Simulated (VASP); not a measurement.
A run of VASP 6.6.1 is set up as follows.

The input INCAR:

```
PREC = Accurate ; ENCUT = 520
EDIFF = 1E-6 ; ISMEAR = 0
SIGMA = 0.05 ; LREAL = F
LASPH = T ; NELM = 150
ALGO = Normal ; ISIF = 2
LWAVE = F ; LCHARG = F
ISPIN = 2 ; MAGMOM = 1 1
LORBIT = 11 ; GGA = CA
IBRION = 2 ; NSW = 80
EDIFFG = -0.02
```

KPOINTS

```
regular mesh
0
Gamma
  1 1 1
```

Contents of POSCAR:

```
O
1.0
    9.0000000000      0.0000000000      0.0000000000
    0.0000000000      9.5000000000      0.0000000000
    0.0000000000      0.0000000000     10.0000000000
O
2
Direct
    0.5000000000      0.5000000000      0.4385000000
    0.5000000000      0.5000000000      0.5615000000
```

Potentials or basis: VASP PAW LDA potentials, release 64 (O).

Command:

```sh
$ cat potpaw_LDA.64/O/POTCAR > POTCAR
$ mpirun -np 1 vasp_gam > vasp.out
```

Problem. What does it give for the site moments?

Solution. O +0.81 μB.

Problem. What does it give for the net moment?

Solution. 2.00 μB per cell.

Final structure:
```yaml
crystal:
  lattice:
    - [9.00000, 0.00000, 0.00000]
    - [0.00000, 9.50000, 0.00000]
    - [0.00000, 0.00000, 10.00000]
  atoms:
    - { symbol: O, position: [0.50000, 0.50000, 0.43896] }
    - { symbol: O, position: [0.50000, 0.50000, 0.56104] }
```

Caveat: the standard files for N, O and F lose accuracy on very short bonds.
